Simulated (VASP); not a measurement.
Wanted: the native input for a VASP 6.6.1 run.

```
Task                   : single point
Functional             : PBE
Dispersion             : D3(BJ)
Potentials or basis    : VASP PAW PBE potentials, release 64 (I)
Cutoff                 : 520 eV
k mesh                 : 8 × 8 × 4
Occupations            : gaussian, width 0.02 eV
Spin                   : no spin polarisation
Dipole correction      : no
Further INCAR settings : ALGO = Normal; EDIFF = 1e-06; NBANDS = 22
```

The structure of I lies in POSCAR:

```
I
1.0
    3.6537276860     -2.2391201234      0.4002127141
    3.6537276860      2.2391201234      0.4002127141
   -1.0843945225      0.0000000000      9.5888937438
I
4
Direct
    0.8287106114      0.6711810865      0.1224920802
    0.3288189135      0.1712893886      0.3775079198
    0.1712893886      0.3288189135      0.8775079198
    0.6711810865      0.8287106114      0.6224920802
```

The input as run:

INCAR

```
SYSTEM = I
  ALGO = Normal
  EDIFF = 1E-6
  ENCUT = 520
  GGA = PE
  ISIF = 2
  ISMEAR = 0
  IVDW = 12
  LASPH = .True.
  LCHARG = .True.
  LELF = .True.
  LREAL = .False.
  LVHAR = .True.
  LWAVE = .False.
  NBANDS = 22
  NELM = 80
  PREC = Accurate
  SIGMA = 0.02
```

KPOINTS

```
k-points
0
Gamma
  8 8 4
  0 0 0
```

Potentials or basis: VASP PAW PBE potentials, release 64 (I).

Run with:

```sh
$ cat potpaw_PBE.64/I/POTCAR > POTCAR
$ mpirun -np 1 vasp_std > vasp.out
```

It gave:

The pressure is 0.0 GPa and the largest force is 0.018 eV/Å. The band gap on the k mesh is 0.84 eV, indirect (least direct gap 1.14 eV) and the dispersion energy per atom is -0.327 eV.

Caveat: spin-orbit coupling is left out, which moves the levels of the heavy elements.

Run time: 2.8 min on 1 thread of Intel(R) Xeon(R) Platinum 8259CL CPU @ 2.50GHz (Skylake/Cascade Lake), with other jobs on the host, peak memory 0.38 GiB.
